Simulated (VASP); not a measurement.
Crystal: Mg.

```
Mg
1.0
     1.62393    0.93758    7.85089
    -1.62393    0.93758    7.85089
     0.00000   -1.87515    7.85089
Mg
3
Direct
  0.77806 0.77806 0.77806
  0.22194 0.22194 0.22194
  0.00000 0.00000 0.00000
```

```yaml
Program: VASP 6.6.1
Task: relaxation of cell and atoms
Functional: PBEsol
Potentials_or_basis: VASP PAW PBE potentials, release 64 (Mg)
Cutoff: 650 eV
k_mesh: 13 × 13 × 13
Occupations: methfessel-paxton, width 0.05 eV
Spin: no spin polarisation
```

At the start: pressure -1.9 GPa; volume 23.91 Å³/atom.

Problem. How do energy, volume and symmetry change on relaxing?

Solution. Over 15 steps the energy falls by 9.4 meV/atom and the volume is 22.55 Å³/atom (-5.7 %); space group R-3m (No. 166, to 0.1 Å) before and after.

Step by step:
| step | energy change (eV) | largest force (eV/Å) | pressure (GPa) | volume (Å³) |
| --- | --- | --- | --- | --- |
| 1 | 0.0000 | 0.0115 | -1.94 | 71.72 |
| 2 | -0.0248 | 0.0108 | -0.59 | 68.76 |
| 3 | -0.0272 | 0.0106 | 0.02 | 67.63 |
| 4 | -0.0272 | 0.0106 | 0.06 | 67.55 |
| 5 | -0.0278 | 0.0083 | 0.05 | 67.57 |
| 6 | -0.0281 | 0.0050 | 0.04 | 67.59 |
| 7 | -0.0281 | 0.0053 | 0.04 | 67.59 |
| 8 | -0.0281 | 0.0052 | 0.04 | 67.59 |
| 9 | -0.0281 | 0.0036 | 0.00 | 67.66 |
| 10 | -0.0281 | 0.0034 | -0.01 | 67.67 |
| 11 | -0.0281 | 0.0034 | -0.01 | 67.67 |
| 12 | -0.0281 | 0.0022 | 0.00 | 67.66 |
| 13 | -0.0281 | 0.0005 | 0.00 | 67.66 |
| 14 | -0.0281 | 0.0005 | 0.00 | 67.66 |
| 15 | -0.0281 | 0.0005 | 0.00 | 67.66 |

Final structure:
```
Mg
1.0
     1.58365    0.91432    7.78779
    -1.58365    0.91432    7.78779
     0.00000   -1.82864    7.78779
Mg
3
Cartesian
  0.0000 0.0000 18.1750
  0.0000 0.0000 5.1883
  0.0000 0.0000 0.0000
```

Caveat: the PAW data sets were made with another functional, which shifts forces and pressure a little.
